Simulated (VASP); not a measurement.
Crystal: HfO2.

```xyz
3
Lattice="0.0000 2.5575 2.5575 2.5575 0.0000 2.5575 2.5575 2.5575 0.0000" Properties=species:S:1:pos:R:3 pbc="T T T"
Hf    0.0000    0.0000    0.0000
O     3.8363    3.8363    3.8363
O     1.2788    1.2788    1.2788
```

- Program: VASP 6.6.1
- Task: relaxation of cell and atoms
- Functional: PBE
- Potentials or basis: VASP PAW PBE potentials, release 64 (Hf_pv, O)
- Cutoff: 600 eV
- k mesh: 9 × 9 × 9
- Occupations: fermi-dirac, width 0.05 eV
- Spin: no spin polarisation
- Hubbard terms: Hf d U = 6.0 eV

At the start: pressure 9.9 GPa; volume 11.15 Å³/atom.

Question: How do energy, volume and symmetry change on relaxing?

Answer: Over 3 steps the energy falls by 13.4 meV/atom and the volume is 11.61 Å³/atom (+4.1 %); space group Fm-3m (No. 225, to 0.1 Å) before and after.

Step by step:
```csv
step,energy change (eV),largest force (eV/Å),pressure (GPa),volume (Å³)
1,0.0000,0.0000,9.87,33.46
2,0.0406,0.0000,-11.81,36.89
3,-0.0402,0.0000,-0.13,34.83
```

Final structure:
```xyz
3
Lattice="0.0000 2.5920 2.5920 2.5920 0.0000 2.5920 2.5920 2.5920 0.0000" Properties=species:S:1:pos:R:3 pbc="T T T"
Hf    0.0000    0.0000    0.0000
O     3.8880    3.8880    3.8880
O     1.2960    1.2960    1.2960
```
